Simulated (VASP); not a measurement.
Set up this calculation in VASP 6.6.1, as the native input.

| Item | Value |
| --- | --- |
| Task | single point |
| Functional | LDA |
| Potentials or basis | VASP PAW LDA potentials, release 64 (Ba_sv, S) |
| Cutoff | 520 eV |
| k mesh | 8 × 8 × 8 |
| Occupations | gaussian, width 0.05 eV |
| Spin | no spin polarisation |
| Dipole correction | no |
| Further INCAR settings | ALGO = Normal; EDIFF = 1e-06; NBANDS = 15 |

The structure of BaS lies in POSCAR:

```
BaS
1.0
    0.0000000000      3.1937500000      3.1618125000
    3.1937500000      0.0000000000      3.1618125000
    3.1937500000      3.1937500000      0.0000000000
Ba S
1 1
Direct
    0.0000000000      0.0000000000      0.0000000000
    0.5000000000      0.5000000000      0.5000000000
```

This cell differs from its parent crystal: strain -0.0100 x Voigt [0, 0, 1, 0, 0, 0].

The input as run:

INCAR

```
PREC = Accurate
ENCUT = 520
EDIFF = 1E-6
ISMEAR = 0
SIGMA = 0.05
LREAL = F
LASPH = T
NELM = 100
ALGO = Normal
ISIF = 2
LWAVE = F
LCHARG = F
NBANDS = 15
```

KPOINTS

```
Automatic mesh
0
Gamma
  8 8 8
```

Potentials or basis: VASP PAW LDA potentials, release 64 (Ba_sv, S).

Run with:

```bash
$ cat potpaw_LDA.64/Ba_sv/POTCAR potpaw_LDA.64/S/POTCAR > POTCAR
$ mpirun -np 1 vasp_std > vasp.out
```

It gave:

```
Pressure               : -1.4 GPa
Band gap on the k mesh : 1.86 eV, indirect (least direct gap 1.99 eV)
```

Caveat: the cell differs from its parent crystal (strain -0.0100 x Voigt [0, 0, 1, 0, 0, 0]); spin-orbit coupling is left out, which moves the levels of the heavy elements.

Run time: 33 s on 1 thread of Intel(R) Xeon(R) Platinum 8488C (Sapphire Rapids), on a shared host, peak memory 0.2 GiB.
